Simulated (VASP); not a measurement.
Here is a VASP 6.6.1 calculation.

INCAR

```
SYSTEM = Ni
ALGO = Normal ; EDIFF = 1E-6
EDIFFG = -0.01 ; ENCUT = 600
GGA = PS ; IBRION = 2
ISIF = 3 ; ISMEAR = -1
ISPIN = 2 ; LASPH = .TRUE.
LCHARG = .FALSE. ; LMAXMIX = 4
LORBIT = 11 ; LREAL = .FALSE.
LWAVE = .FALSE. ; MAGMOM = 1 1
NELM = 150 ; NSW = 80
PREC = Accurate ; PSTRESS = 50.0
SIGMA = 0.05
```

The input KPOINTS:

```
k-points
0
G
  12 12 7
  0 0 0
```

Contents of POSCAR:

```
Ni
1.0
    2.4480228978      0.0000000000      0.0000000000
   -1.2240114489      2.1200500186      0.0000000000
    0.0000000000      0.0000000000      4.0728075700
Ni
2
Direct
    0.6666666667      0.3333333333      0.7500000000
    0.3333333333      0.6666666667      0.2500000000
```

Potentials or basis: VASP PAW PBE potentials, release 64 (Ni).

Launch:

```sh
$ cat potpaw_PBE.64/Ni/POTCAR > POTCAR
$ mpirun -np 1 vasp_std > vasp.out
```

(1) Estimate the space group after relaxing (to 0.1 Å).

(2) What does it give for the relaxed cell?

Results:

(1) P6_3/mmc (No. 194).

(2) a = 2.431 Å, b = 2.431 Å, c = 3.981 Å, α = 90.00°, β = 90.00°, γ = 120.00°.
